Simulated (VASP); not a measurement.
# SnS2 (P-3m1) in VASP: relaxation of the atoms with PBEsol

Aim: the relaxation of the atoms of SnS2 with PBEsol.

Everything below comes from runs of VASP 6.6.1. Logs are shortened: lines on timing, memory, paths and dates and some standing lists are left out, and cuts for length are marked.

## Step 1: The cell of the first run

Symmetry: P-3m1, No. 164, trigonal system. The conventional cell has a = 3.670 Å, b = 3.670 Å, c = 5.890 Å, α = 90.00°, β = 90.00°, γ = 120.00°. Within 3.4 Å of Sn (site symmetry -3m) lie 6 S at 2.58 Å. Within 3.4 Å of S (site symmetry 3m) lie 3 Sn at 2.58 Å.

## Step 2: Relaxation of the atoms, PBEsol

Contents of INCAR:

```
SYSTEM = SnS2
PREC     = Accurate       ! precision mode
ENCUT    = 450            ! plane-wave cutoff, eV
EDIFF    = 1E-7           ! SCF threshold, eV
ISMEAR   = 0              ! smearing method
SIGMA    = 0.01           ! smearing width, eV
LREAL    = .FALSE.        ! projectors in reciprocal space
LASPH    = .TRUE.         ! aspherical terms in the spheres
NELM     = 120            ! most SCF steps
ALGO     = Normal         ! electronic algorithm
ISIF     = 2              ! what is computed and relaxed
LWAVE    = .FALSE.        ! write WAVECAR
LCHARG   = .FALSE.        ! write CHGCAR
GGA      = PS             ! functional
IBRION   = 2              ! ionic algorithm
NSW      = 100            ! ionic steps
EDIFFG   = -0.003         ! ionic threshold
GGA_COMPAT= .FALSE.      
NELMIN   = 4
```

Contents of KPOINTS:

```
Automatic mesh
0
G
  12 12 8
  0 0 0
```

Contents of POSCAR:

```
SnS2
1.0
    3.6700000000      0.0000000000      0.0000000000
   -1.8350000000      3.1783132319      0.0000000000
    0.0000000000      0.0000000000      5.8900000000
Sn S
1 2
Direct
    0.0000000000      0.0000000000      0.0000000000
    0.3333333333      0.6666666667      0.2500000000
    0.6666666667      0.3333333333      0.7500000000
```

Potentials or basis: VASP PAW PBE potentials, release 64 (Sn_d, S).

Run with:

```
> cat potpaw_PBE.64/Sn_d/POTCAR potpaw_PBE.64/S/POTCAR > POTCAR
> mpirun -np 1 vasp_std > vasp.out
```

OUTCAR:

```text
SYSTEM = SnS2
   PREC = Accurate
   ENCUT = 450
   EDIFF = 1E-7
   ISMEAR = 0
   LREAL = .FALSE.
   LASPH = .TRUE.
   NELM = 120
   ISIF = 2
   GGA = PS
   IBRION = 2
   NSW = 100
   EDIFFG = -0.003
   NELMIN = 4

 ion  position               nearest neighbor table
   1  0.000  0.000  0.000-   2 2.58   3 2.58   3 2.58   2 2.58   3 2.58   2 2.58
   2  0.333  0.667  0.250-   1 2.58   1 2.58   1 2.58
   3  0.667  0.333  0.750-   1 2.58   1 2.58   1 2.58

  LATTYP: Found a hexagonal cell.
 ALAT       =     3.6700000000
 C/A-ratio  =     1.6049046322

  Lattice vectors:

 A1 = (   3.6700000000,   0.0000000000,   0.0000000000)
 A2 = (  -1.8350000000,   3.1783132319,   0.0000000000)
 A3 = (   0.0000000000,   0.0000000000,   5.8900000000)

Analysis of symmetry for initial positions (statically):
=====================================================================
 Subroutine PRICEL returns:
 Original cell was already a primitive cell.

 Routine SETGRP: Setting up the symmetry group for a
 hexagonal supercell.

 Subroutine GETGRP returns: Found 12 space group operations
 (whereof 12 operations were pure point group operations)
 out of a pool of 24 trial point group operations.

The static configuration has the point symmetry D_3d.

Analysis of symmetry for dynamics (positions and initial velocities):
=====================================================================
 Subroutine PRICEL returns:
 Original cell was already a primitive cell.

 Routine SETGRP: Setting up the symmetry group for a
 hexagonal supercell.

 Subroutine GETGRP returns: Found 12 space group operations
 (whereof 12 operations were pure point group operations)
 out of a pool of 24 trial point group operations.

The dynamic configuration has the point symmetry D_3d.

 Subroutine INISYM returns: Found 12 space group operations
 (whereof 12 operations are pure point group operations),
 and found     1 'primitive' translations

----------------------------------------------------------------------------------------

                                     Primitive cell

  volume of cell :      68.7034

  direct lattice vectors                    reciprocal lattice vectors
[... 96 lines left out ...]
   ISYM   =      2    0-nonsym 1-usesym 2-fastsym
   POTIM  = 0.5000    time-step for ionic-motion
   TEBEG  =    0.0;   TEEND  =   0.0 temperature during run
   PSTRESS=    0.0 pullay stress
   NELECT =      26.0000    total number of electrons
   NUPDOWN=      -1.0000    fix difference up-down
   EMIN   =  10.00;   EMAX   =-10.00  energy-range for DOS
   EFERMI =   0.00;   METHOD = LEGACY
   ISMEAR =     0;   SIGMA  =   0.01  broadening in eV -4-tet -1-fermi 0-gaus
   EFERMI_NEDOS =   21; number of points for ismear=-14 and -15
   IALGO  =     38    algorithm
   IMIX   =      4    mixing-type and parameters
     AMIX     =   0.40;   BMIX     =  1.00
     AMIX_MAG =   1.60;   BMIX_MAG =  1.00
  volume/ion in A,a.u.               =      22.90       154.54
  Fermi-wavevector in a.u.,A,eV,Ry     =   1.184150  2.237718 19.078231  1.402210
  Thomas-Fermi vector in A             =   2.320370
   LORBIT       =      0    0 simple, 1 ext, 2 COOP (PROOUT), +10 PAW based schemes
   GGA     = PS    functional components
   LHFCALC =     F    Hartree Fock is set to
   AEXX    =    0.0000 exact exchange contribution
   IVDW    =     0    specifies the selected vdW correction
   LEPSILON=     F    determine dielectric tensor
   LRPA    =     F    only Hartree local field effects (RPA)
 conjugate gradient relaxation of ions
 non-spin polarized calculation
 Gauss-broadening in eV      SIGMA  =   0.01
  energy-cutoff  :      450.00
  volume of cell :       68.70
 maximum number of plane-waves:      1512
 NGX is ok and might be reduce to    28
   NGX = 13   NGY = 13   NGZ = 21

--------------------------------------- Ionic step        1  -------------------------------------------

 number of electron      26.0000005 magnetization

 Free energy of the ion-electron system (eV)
  ---------------------------------------------------
  ext. energy  EPLUGINS =         0.00000000
  ---------------------------------------------------
  free energy    TOTEN  =       -14.26830790 eV

  energy without entropy =      -14.26830790  energy(sigma->0) =      -14.26830790

------------------------ aborting loop because EDIFF is reached ----------------------------------------

  FORCE on cell =-STRESS in cart. coord.  units (eV):
  Direction    XX          YY          ZZ          XY          YZ          ZX
  --------------------------------------------------------------------------------------
  -------------------------------------------------------------------------------------
  Total       -0.3588402     -0.3588402     -0.0608959      0.0000000      0.0000000      0.0000000
  in kB       -8.3682308     -8.3682308     -1.4201051      0.0000000      0.0000000      0.0000000
  external PRESSURE =      -6.0521889 kB  Pullay stress =       0.0000000 kB
[... 61 lines left out ...]
--------------------------------------- Ionic step        3  -------------------------------------------

 number of electron      26.0000005 magnetization

 Free energy of the ion-electron system (eV)
  ---------------------------------------------------
  ext. energy  EPLUGINS =         0.00000000
  ---------------------------------------------------
  free energy    TOTEN  =       -14.26877794 eV

  energy without entropy =      -14.26877794  energy(sigma->0) =      -14.26877794

 E-fermi :   4.6546     XC(G=0):  -9.7593

 val. band max:        4.5240314056   @ k =   0.0833   0.0833   0.0000
 cond. band min:       5.8400971536   @ k =   0.5000   0.0000   0.3750
 fundamental gap:      1.3160657481
 Fermi energy:         4.6546421418

 k-point     1 :       0.0000    0.0000    0.0000
  band No.  band energies     occupation
      1     -16.3498      2.00000
      2     -16.3498      2.00000
      3     -16.3105      2.00000
      4     -16.2823      2.00000
      5     -16.2823      2.00000
      6      -9.2599      2.00000
[... 457 lines left out ...]
      4     -16.2898      2.00000
      5     -16.2798      2.00000
      6      -8.9327      2.00000
[... 9 lines left out ...]
     16       9.9901      0.00000
     17      10.3923      0.00000

 [... further k-points ...]

------------------------ aborting loop because EDIFF is reached ----------------------------------------

  FORCE on cell =-STRESS in cart. coord.  units (eV):
  Direction    XX          YY          ZZ          XY          YZ          ZX
  --------------------------------------------------------------------------------------
  -------------------------------------------------------------------------------------
  Total       -0.2756379     -0.2756379      0.1280214      0.0000000      0.0000000      0.0000000
  in kB       -6.4279356     -6.4279356      2.9854873      0.0000000      0.0000000      0.0000000
  external PRESSURE =      -3.2901280 kB  Pullay stress =       0.0000000 kB
[... 18 lines left out ...]
  FREE ENERGIE OF THE ION-ELECTRON SYSTEM (eV)
  ---------------------------------------------------
  free  energy   TOTEN  =       -14.2687779406 eV

  energy  without entropy=      -14.2687779406  energy(sigma->0) =      -14.26877794

 reached required accuracy - stopping structural energy minimisation
```

OSZICAR:

```text
N       E                     dE             d eps       ncg     rms          rms(c)
DAV:   1     0.188533946710E+03    0.18853E+03   -0.11851E+04  4482   0.165E+03
DAV:   2     0.572099207652E+01   -0.18281E+03   -0.17951E+03  4884   0.381E+02
DAV:   3    -0.140973132611E+02   -0.19818E+02   -0.19270E+02  5685   0.119E+02
[... 22 lines left out ...]
DAV:   2    -0.142687812147E+02   -0.82046E-04   -0.94934E-04  5922   0.180E-01    0.172E-02
DAV:   3    -0.142687783266E+02    0.28881E-05   -0.13356E-05  5508   0.275E-02    0.125E-02
DAV:   4    -0.142687777352E+02    0.59143E-06   -0.51676E-06  5854   0.126E-02    0.529E-03
DAV:   5    -0.142687778828E+02   -0.14769E-06   -0.63078E-07  5210   0.532E-03    0.264E-03
DAV:   6    -0.142687779406E+02   -0.57780E-07   -0.45877E-08  3350   0.163E-03
   3 F= -.14268778E+02 E0= -.14268778E+02  d E =-.470037E-03
```

Run time: 3.1 min. Hardware: 1 thread of Intel Xeon Platinum 8488C (Sapphire Rapids), shared host; peak memory 0.26 GiB.

What came out:

```
Free energy               : -14.2688 eV
Energy gained by relaxing : 0.2 meV/atom
Ionic steps               : 3
Pressure after relaxing   : -0.3 GPa
Band gap on the k mesh    : 1.32 eV (least direct gap 1.73 eV)
```

Forces in eV/Å, atoms in the order of the input:
```
Sn   0.000  0.000  0.000
S    0.000  0.000 -0.003
S    0.000  0.000  0.003
```

Step by step:
```tsv
step	energy change (eV)	largest force (eV/Å)	pressure (GPa)
1	0.0000	0.0707	-0.61
2	-0.0004	0.0343	-0.46
3	-0.0005	0.0029	-0.33
```

Final structure:
```xyz
3
Lattice="3.6700 0.0000 0.0000 -1.8350 3.1783 0.0000 0.0000 0.0000 5.8900" Properties=species:S:1:pos:R:3 pbc="T T T"
Sn    0.0000    0.0000    0.0000
S     0.0000    2.1189    1.4662
S     1.8350    1.0594    4.4238
```

Caveat: the PAW data sets were made with another functional, which shifts forces and pressure a little; spin-orbit coupling is left out, which moves the levels of the heavy elements; this functional lacks dispersion, which binds layers or chains, so the pressure and a relaxed spacing across them are unreliable.
